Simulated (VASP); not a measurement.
Set up this calculation in VASP 6.6.1, as the native input.

```yaml
Task: single point
Functional: r2SCAN
Potentials_or_basis: VASP PAW PBE potentials, release 64 (Al)
Cutoff: 520 eV
k_mesh: 20 × 20 × 20
Occupations: gaussian, width 0.15 eV
Spin: no spin polarisation
Dipole_correction: no
Further_INCAR_settings: ALGO = Normal; EDIFF = 1e-06; NBANDS = 8
```

Crystal: Al.

```xyz
1
Lattice="-1.6708 1.6708 1.5514 1.6708 -1.6708 1.5514 1.6708 1.6708 -1.5514" Properties=species:S:1:pos:R:3 pbc="T T T"
Al    0.0000    0.0000    0.0000
```

This cell differs from its parent crystal: strain +0.050 along x and y, -0.025 along z.

These files were run (other wordings do the same):

POSCAR

```
Al
1.0
   -1.6707796245      1.6707796245      1.5514382228
    1.6707796245     -1.6707796245      1.5514382228
    1.6707796245      1.6707796245     -1.5514382228
Al
1
Direct
    0.0000000000      0.0000000000      0.0000000000
```

INCAR.step1

```
PREC = Accurate
ENCUT = 520
ISMEAR = 0
SIGMA = 0.15
LREAL = F
LASPH = T
NELM = 100
NBANDS = 8
GGA = PE
ALGO = Normal
EDIFF = 1E-4
LWAVE = T
LCHARG = F
```

INCAR.step2

```
PREC = Accurate
ENCUT = 520
EDIFF = 1E-6
ISMEAR = 0
SIGMA = 0.15
LREAL = F
LASPH = T
NELM = 100
ALGO = Normal
ISIF = 2
LWAVE = F
LCHARG = F
METAGGA = R2SCAN
LMIXTAU = T
NBANDS = 8
ISTART = 1
```

KPOINTS

```
Automatic mesh
0
Gamma
  20 20 20
```

Potentials or basis: VASP PAW PBE potentials, release 64 (Al).

The run is started by

```bash
$ cat potpaw_PBE.64/Al/POTCAR > POTCAR
$ cp INCAR.step1 INCAR
$ mpirun -np 1 vasp_std > vasp.out
$ cp INCAR.step2 INCAR
$ mpirun -np 1 vasp_std > vasp.out
```

Results of the run:

| Item | Value |
| --- | --- |
| Pressure | -5.1 GPa |

Caveat: the cell differs from its parent crystal (strain +0.050 along x and y, -0.025 along z); the PAW data sets were made with another functional, which shifts forces and pressure a little.

It took 2.1 min on 1 thread of Intel Xeon 6975P-C (shared host), peak memory 0.2 GiB.
